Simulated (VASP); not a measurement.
Input of a VASP 6.6.1 run:

The input INCAR:

```
PREC = Accurate
ENCUT = 520
EDIFF = 1E-6
ISMEAR = 1
SIGMA = 0.1
LREAL = F
LASPH = T
NELM = 150
ALGO = Normal
ISIF = 2
LWAVE = F
LCHARG = F
LNONCOLLINEAR = T
MAGMOM = 0 0 0
LORBIT = 11
LSORBIT = T
GGA_COMPAT = F
LORBMOM = T
LMAXMIX = 4
GGA = B5
ALDAX = 1.0
AGGAX = 1.0
AGGAC = 1.0
ALDAC = 0.0
IVDW = 13
VDW_S6 = 1.0
VDW_S8 = 2.34076671
VDW_A1 = 0.44488865
VDW_A2 = 4.0933009
NBANDS = 22
ISYM = -1
```

Contents of KPOINTS:

```
Automatic mesh
0
Gamma
  9 9 9
```

File POSCAR:

```
Ta
1.0
   -1.6230630000      1.6128460000      1.6479480000
    1.6219350000     -1.6778360000      1.7118100000
    1.6302620000      1.6850360000     -1.7129370000
Ta
1
Direct
    0.0000000000      0.0000000000      0.0000000000
```

Potentials or basis: VASP PAW PBE potentials, release 64 (Ta_pv).

The run is started by

```console
$ cat potpaw_PBE.64/Ta_pv/POTCAR > POTCAR
$ mpirun -np 1 vasp_ncl > vasp.out
```

(1) Predict the dispersion energy per atom.

(2) What does it give for the net moment?

(3) Estimate the pressure.

## Answers

(1) -0.584 eV.

(2) 0.00 μB per cell.

(3) 4.8 GPa.

Caveat: the cell stands under pressure; the PAW data sets were made with another functional, which shifts forces and pressure a little.
